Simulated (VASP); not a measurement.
# SbW (P6_3/mmc) in VASP: notebook

Runs on SbW. Level: PBE. Tasks: relaxation of shape and atoms at fixed volume.

Program: VASP 6.6.1. These are calculated values, not measurements. Logs are shortened: lines on timing, memory, paths and dates and some standing lists are left out, and cuts for length are marked.

## Step 1: The cell of the first run

The structure is hexagonal, space group P6_3/mmc (No. 194). Conventional cell: a = 4.301 Å, b = 4.301 Å, c = 5.153 Å, α = 90.00°, β = 90.00°, γ = 120.00°. Within 3.4 Å of W (site symmetry -3m) lie 2 W at 2.58 Å and 6 Sb at 2.80 Å. Sb (site symmetry -6m2) has 6 W at 2.80 Å and 6 Sb at 3.58 Å within 3.7 Å.

## Step 2: Relaxation of shape and atoms at fixed volume, PBE (volume scaled by 0.945)

The input, INCAR:

```
PREC = Accurate ; ENCUT = 600
EDIFF = 1E-6 ; ISMEAR = 0
SIGMA = 0.05 ; LREAL = F
LASPH = T ; NELM = 80
ALGO = Normal ; ISIF = 4
LWAVE = F ; LCHARG = F
GGA = PE ; IBRION = 2
NSW = 60 ; EDIFFG = -0.01
```

The input, KPOINTS:

```
regular mesh
0
Gamma
  10 10 6
```

The input, POSCAR:

```
SbW
1.0
    4.3013856822      0.0000000000      0.0000000000
   -2.1506928411      3.7251092722      0.0000000000
    0.0000000000      0.0000000000      5.1525375137
W Sb
2 2
Direct
    0.0000000000      0.0000000000      0.0000000000
    0.0000000000      0.0000000000      0.5000000000
    0.3333333333      0.6666666667      0.2500000000
    0.6666666667      0.3333333333      0.7500000000
```

Potentials or basis: VASP PAW PBE potentials, release 64 (W_sv, Sb).

Run with:

```sh
$ cat potpaw_PBE.64/W_sv/POTCAR potpaw_PBE.64/Sb/POTCAR > POTCAR
$ mpirun -np 1 vasp_std > vasp.out
```

OUTCAR:

```text
PREC = Accurate
   ENCUT = 600
   EDIFF = 1E-6
   ISMEAR = 0
   LREAL = F
   LASPH = T
   NELM = 80
   ISIF = 4
   GGA = PE
   IBRION = 2
   NSW = 60
   EDIFFG = -0.01

 ion  position               nearest neighbor table
   1  0.000  0.000  0.000-   2 2.58   2 2.58   4 2.80   3 2.80   3 2.80   4 2.80   4 2.80   3 2.80

   2  0.000  0.000  0.500-   1 2.58   1 2.58   4 2.80   3 2.80   3 2.80   4 2.80   4 2.80   3 2.80

   3  0.333  0.667  0.250-   1 2.80   2 2.80   1 2.80   2 2.80   1 2.80   2 2.80   4 3.58   4 3.58
                             4 3.58   4 3.58   4 3.58   4 3.58
   4  0.667  0.333  0.750-   1 2.80   2 2.80   1 2.80   2 2.80   1 2.80   2 2.80   3 3.58   3 3.58
                             3 3.58   3 3.58   3 3.58   3 3.58

  LATTYP: Found a hexagonal cell.
 ALAT       =     4.3013856822
 C/A-ratio  =     1.1978785197

  Lattice vectors:

 A1 = (   4.3013856822,   0.0000000000,   0.0000000000)
 A2 = (  -2.1506928411,   3.7251092722,   0.0000000000)
 A3 = (   0.0000000000,   0.0000000000,   5.1525375137)

Analysis of symmetry for initial positions (statically):
=====================================================================
 Subroutine PRICEL returns:
 Original cell was already a primitive cell.

 Routine SETGRP: Setting up the symmetry group for a
 hexagonal supercell.

 Subroutine GETGRP returns: Found 24 space group operations
 (whereof 12 operations were pure point group operations)
 out of a pool of 24 trial point group operations.

The static configuration has the point symmetry D_3d.
 The point group associated with its full space group is D_6h.

Analysis of symmetry for dynamics (positions and initial velocities):
=====================================================================
 Subroutine PRICEL returns:
 Original cell was already a primitive cell.

 Routine SETGRP: Setting up the symmetry group for a
 hexagonal supercell.

 Subroutine GETGRP returns: Found 24 space group operations
 (whereof 12 operations were pure point group operations)
 out of a pool of 24 trial point group operations.

The dynamic configuration has the point symmetry D_3d.
 The point group associated with its full space group is D_6h.

 Subroutine INISYM returns: Found 24 space group operations
 (whereof 12 operations are pure point group operations),
 and found     1 'primitive' translations

----------------------------------------------------------------------------------------

                                     Primitive cell

  volume of cell :      82.5598

  direct lattice vectors                    reciprocal lattice vectors
     4.301385682  0.000000000  0.000000000     0.232483221  0.134224250  0.000000000
    -2.150692841  3.725109272  0.000000000     0.000000000  0.268448501  0.000000000
     0.000000000  0.000000000  5.152537514     0.000000000  0.000000000  0.194079130

  length of vectors
     4.301385682  4.301385682  5.152537514     0.268448501  0.268448501  0.194079130

  position of ions in fractional coordinates (direct lattice)
     0.000000000  0.000000000  0.000000000
     0.000000000  0.000000000  0.500000000
     0.333333333  0.666666667  0.250000000
     0.666666667  0.333333333  0.750000000

  ion indices of the primitive-cell ions
   primitive index   ion index
                 1           1
                 2           2
                 3           3
                 4           4

----------------------------------------------------------------------------------------

 KPOINTS: regular mesh

Automatic generation of k-mesh.
 Grid dimensions read from file:
 generate k-points for:   10   10    6

[... 62 lines left out ...]
   NELM   =     80;   NELMIN=  2; NELMDL= -5     # of ELM steps
   EDIFF  = 0.1E-05   stopping-criterion for ELM
   LREAL  =      F    real-space projection
   EDIFFG = -.1E-01   stopping-criterion for IOM
   NSW    =     60    number of steps for IOM
   IBRION =      2    ionic relax: 0-MD 1-quasi-New 2-CG
   NFREE  =      1    steps in history (QN), initial steepest desc. (CG)
   ISIF   =      4    stress and relaxation
   ISYM   =      2    0-nonsym 1-usesym 2-fastsym
   POTIM  = 0.5000    time-step for ionic-motion
   TEBEG  =    0.0;   TEEND  =   0.0 temperature during run
   PSTRESS=    0.0 pullay stress
   NELECT =      38.0000    total number of electrons
   NUPDOWN=      -1.0000    fix difference up-down
   EMIN   =  10.00;   EMAX   =-10.00  energy-range for DOS
   EFERMI =   0.00;   METHOD = LEGACY
   ISMEAR =     0;   SIGMA  =   0.05  broadening in eV -4-tet -1-fermi 0-gaus
   EFERMI_NEDOS =   21; number of points for ismear=-14 and -15
   IALGO  =     38    algorithm
   IMIX   =      4    mixing-type and parameters
     AMIX     =   0.40;   BMIX     =  1.00
     AMIX_MAG =   1.60;   BMIX_MAG =  1.00
  volume/ion in A,a.u.               =      20.64       139.29
  Fermi-wavevector in a.u.,A,eV,Ry     =   1.263998  2.388611 21.737917  1.597692
  Thomas-Fermi vector in A             =   2.397326
   LORBIT       =      0    0 simple, 1 ext, 2 COOP (PROOUT), +10 PAW based schemes
   GGA     = PE    functional components
   LHFCALC =     F    Hartree Fock is set to
   AEXX    =    0.0000 exact exchange contribution
   IVDW    =     0    specifies the selected vdW correction
   LEPSILON=     F    determine dielectric tensor
   LRPA    =     F    only Hartree local field effects (RPA)
 conjugate gradient relaxation of ions
 non-spin polarized calculation
 Gauss-broadening in eV      SIGMA  =   0.05
  energy-cutoff  :      600.00
  volume of cell :       82.56
 maximum number of plane-waves:      2781
 NGX is ok and might be reduce to    36
   NGX = 17   NGY = 17   NGZ = 21

--------------------------------------- Ionic step        1  -------------------------------------------

 number of electron      37.9999999 magnetization

 Free energy of the ion-electron system (eV)
  ---------------------------------------------------
  ext. energy  EPLUGINS =         0.00000000
  ---------------------------------------------------
  free energy    TOTEN  =       -31.60418742 eV

  energy without entropy =      -31.60047614  energy(sigma->0) =      -31.60233178

------------------------ aborting loop because EDIFF is reached ----------------------------------------

  FORCE on cell =-STRESS in cart. coord.  units (eV):
  Direction    XX          YY          ZZ          XY          YZ          ZX
  --------------------------------------------------------------------------------------
  -------------------------------------------------------------------------------------
  Total        4.5256103      4.5256103      5.1061229      0.0000000     -0.0000000      0.0000000
  in kB       87.8252052     87.8252052     99.0907880      0.0000000     -0.0000000      0.0000000
  external PRESSURE =      91.5803995 kB  Pullay stress =       0.0000000 kB

 VOLUME and BASIS-vectors are now :
 -----------------------------------------------------------------------------
  energy-cutoff  :      600.00
  volume of cell :       82.56
      direct lattice vectors                 reciprocal lattice vectors
     4.301385682  0.000000000  0.000000000     0.232483221  0.134224250  0.000000000
    -2.150692841  3.725109272  0.000000000     0.000000000  0.268448501  0.000000000
     0.000000000  0.000000000  5.152537514     0.000000000  0.000000000  0.194079130

 POSITION                                       TOTAL-FORCE (eV/Angst)
 -----------------------------------------------------------------------------------
      0.00000      0.00000      0.00000        -0.000000      0.000000      0.000000
      0.00000      0.00000      2.57627        -0.000000      0.000000      0.000000
     -0.00000      2.48341      1.28813         0.000000      0.000000      0.000000
      2.15069      1.24170      3.86440        -0.000000      0.000000     -0.000000
 -----------------------------------------------------------------------------------
    total drift:                               -0.000000      0.000000     -0.000000

  FREE ENERGIE OF THE ION-ELECTRON SYSTEM (eV)
  ---------------------------------------------------
  free  energy   TOTEN  =       -31.6041874205 eV

  energy  without entropy=      -31.6004761352  energy(sigma->0) =      -31.60233178

--------------------------------------- Ionic step        2  -------------------------------------------

 number of electron      38.0000000 magnetization

 Free energy of the ion-electron system (eV)
  ---------------------------------------------------
  ext. energy  EPLUGINS =         0.00000000
  ---------------------------------------------------
  free energy    TOTEN  =       -31.60545030 eV

  energy without entropy =      -31.60162666  energy(sigma->0) =      -31.60353848

 E-fermi :   9.6433     XC(G=0): -11.5867

 val. band max:        9.6419135063   @ k =   0.1000  -0.0000   0.0000
 cond. band min:       9.6445321420   @ k =   0.5000  -0.0000   0.5000
 fundamental gap:      0.0026186357
 Fermi energy:         9.6433297833

 k-point     1 :       0.0000    0.0000    0.0000
  band No.  band energies     occupation
      1     -64.0426      2.00000
      2     -63.9246      2.00000
      3     -28.9891      2.00000
      4     -28.3629      2.00000
      5     -28.3629      2.00000
      6     -28.1875      2.00000
[... 613 lines left out ...]
     22      12.0332      0.00000
     23      12.4273      0.00000

 [... further k-points ...]
[... 5 lines left out ...]
  --------------------------------------------------------------------------------------
  -------------------------------------------------------------------------------------
  Total        4.5954762      4.5954762      4.5698359      0.0000000     -0.0000000      0.0000000
  in kB       89.1810409     89.1810409     88.6834585      0.0000000     -0.0000000      0.0000000
  external PRESSURE =      89.0151801 kB  Pullay stress =       0.0000000 kB

 VOLUME and BASIS-vectors are now :
 -----------------------------------------------------------------------------
  energy-cutoff  :      600.00
  volume of cell :       82.56
      direct lattice vectors                 reciprocal lattice vectors
     4.291370493  0.000000000  0.000000000     0.233025790  0.134537503  0.000000000
    -2.145685246  3.716435864 -0.000000000    -0.000000000  0.269075005  0.000000000
     0.000000000 -0.000000000  5.176615536    -0.000000000  0.000000000  0.193176409

 POSITION                                       TOTAL-FORCE (eV/Angst)
 -----------------------------------------------------------------------------------
      4.29137      0.00000      0.00000         0.000000     -0.000000      0.000000
      4.29137      0.00000      2.58831         0.000000      0.000000      0.000000
     -0.00000      2.47762      1.29415        -0.000000      0.000000      0.000000
      2.14569      1.23881      3.88246         0.000000     -0.000000     -0.000000
 -----------------------------------------------------------------------------------
    total drift:                                0.000000     -0.000000      0.000000

  FREE ENERGIE OF THE ION-ELECTRON SYSTEM (eV)
  ---------------------------------------------------
  free  energy   TOTEN  =       -31.6054503010 eV

  energy  without entropy=      -31.6016266614  energy(sigma->0) =      -31.60353848

 reached required accuracy - stopping structural energy minimisation
```

Wall time 5.7 min (1 thread of Oxide Virtual Turin-like, shared host); peak memory 0.27 GiB.

Results:

| Property | Result |
| --- | --- |
| Free energy | -31.6055 eV |
| Energy gained by relaxing | 0.3 meV/atom |
| Ionic steps | 2 |
| Pressure after relaxing | 8.9 GPa |
| Band gap on the k mesh | zero (band 19 reaches 10.41 eV, above the bottom of band 20 at 8.86 eV) |

The path:
| step | energy change (eV) | largest force (eV/Å) | pressure (GPa) | volume (Å³) |
| --- | --- | --- | --- | --- |
| 1 | 0.0000 | 0.0000 | 9.16 | 82.56 |
| 2 | -0.0013 | 0.0000 | 8.90 | 82.56 |

Final structure:
```
W Sb
1.0
     4.29137    0.00000    0.00000
    -2.14569    3.71644    0.00000
     0.00000    0.00000    5.17662
W Sb
2 2
Cartesian
  4.2914 0.0000 0.0000
  4.2914 0.0000 2.5883
  0.0000 2.4776 1.2942
  2.1457 1.2388 3.8825
```

Caveat: the cell differs from its parent crystal (volume scaled by 0.945); spin-orbit coupling is left out, which moves the levels of the heavy elements.

(Continued in part 2 of 2.)
